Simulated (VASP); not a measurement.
Input of a VASP 6.6.1 run:

INCAR

```
ALGO = Normal ; EDIFF = 1E-6
ENCUT = 520 ; GGA = PE
ISIF = 2 ; ISMEAR = 0
LASPH = T ; LCHARG = T
LELF = T ; LREAL = F
LVHAR = T ; LWAVE = F
NBANDS = 17 ; NELM = 100
PREC = Accurate ; SIGMA = 0.1
```

The input KPOINTS:

```
k-points
0
Gamma
  6 6 6
```

File POSCAR:

```
Pt
1.0
    3.8890558112      0.0000000000      0.0000000000
   -1.9445279056      3.3680211293      0.0000000000
    0.0000000000      0.0000000000      2.8589191180
Pt
2
Direct
    0.3333333333      0.6666666667      0.2500482274
    0.6666666667      0.3333333333      0.7499517726
```

Potentials or basis: VASP PAW PBE potentials, release 64 (Pt).

Launch:

```sh
$ cat potpaw_PBE.64/Pt/POTCAR > POTCAR
$ mpirun -np 1 vasp_std > vasp.out
```

Q: Estimate the pressure.

A: -0.5 GPa.

Q: Estimate the band gap on the k mesh.

A: Zero (band 10 reaches 8.43 eV, above the bottom of band 11 at 7.84 eV).

Caveat: the k points lie up to 0.37 Å⁻¹ apart; spin-orbit coupling is left out, which moves the levels of the heavy elements.
